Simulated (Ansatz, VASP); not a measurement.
## Bi2Te3 in VASP and in Ansatz

Contents of INCAR:

```
PREC = Accurate ; ENCUT = 520
EDIFF = 1E-6 ; ISMEAR = -1
SIGMA = 0.05 ; LREAL = False
LASPH = True ; NELM = 100
ALGO = Normal ; ISIF = 2
LWAVE = False ; LCHARG = True
GGA = B5 ; ALDAX = 1.0
AGGAX = 1.0 ; AGGAC = 1.0
ALDAC = 0.0 ; LELF = True
LVHAR = True ; NBANDS = 32
```

Contents of KPOINTS:

```
regular mesh
0
Gamma
  7 7 7
```

File POSCAR:

```
Bi2Te3
1.0
    2.1633612316      1.2490171894     10.0282759508
   -2.1633612316      1.2490171894     10.0282759508
    0.0000000000     -2.4980343789     10.0282759508
Bi Te
2 3
Direct
    0.6000000000      0.6000000000      0.6000000000
    0.4000000000      0.4000000000      0.4000000000
    0.7905000000      0.7905000000      0.7905000000
    0.2095000000      0.2095000000      0.2095000000
    0.0000000000      0.0000000000      0.0000000000
```

File input.yaml:

```yaml
crystal:
  lattice:
    - [2.1633612316, 1.2490171894, 10.0282759508]
    - [-2.1633612316, 1.2490171894, 10.0282759508]
    - [0.0, -2.4980343789, 10.0282759508]
  atoms:
    - { symbol: Bi, position: [0.6, 0.6, 0.6] }
    - { symbol: Bi, position: [0.4, 0.4, 0.4] }
    - { symbol: Te, position: [0.7905, 0.7905, 0.7905] }
    - { symbol: Te, position: [0.2095, 0.2095, 0.2095] }
    - { symbol: Te, position: [0.0, 0.0, 0.0] }
hamiltonian:
  xc: blyp
  pseudopotentials: { kind: paw }
kpoints:
  mp_grid: { grid: [7, 7, 7] }
scf:
  occupations: { method: fermi_dirac, width: 0.05 }
output:
  forces: true
  stress: true
  eigenvalues: true
  write_density: true
  write_potential: true
  elf: true
  volumetric_format: npy
```

Alike in both runs: task single point; functional BLYP; k mesh 7 × 7 × 7; occupations fermi-dirac, width 0.05 eV; no spin polarisation.

```csv
,VASP,Ansatz
version,VASP 6.6.1,Ansatz 0.2.0
potentials or method,"VASP PAW PBE potentials, release 64 (Bi_d, Te)",Ansatz PAW
plane-wave cutoff (eV),520,420
valence electrons in the cell,48,78
```

```tsv
	VASP	Ansatz	Ansatz less VASP
gap on the k mesh at the Fermi level (eV)	0.29	0.31	+0.015
least direct gap on the mesh (eV)	0.29	0.31	+0.015
pressure (GPa)	8.4	8.2	-0.25
traceless stress, the component that is largest in VASP (GPa)	-0.13	-0.15	-0.015
rms of the force components (eV/Å)	0.127	0.109	-0.0183
```

VASP's potentials were made for PBE, not for BLYP. Atom by atom the forces differ by 0.019 eV/Å (rms over components). VASP's potentials hold 48 valence electrons a cell and Ansatz's 78, so a difference there can come from the potentials and not from the codes.

Neither program's run includes spin-orbit coupling. Noted on Ansatz's run: odd divisions of the mesh miss points on the zone boundary, where band edges often lie, so the gap on the mesh can be too wide.
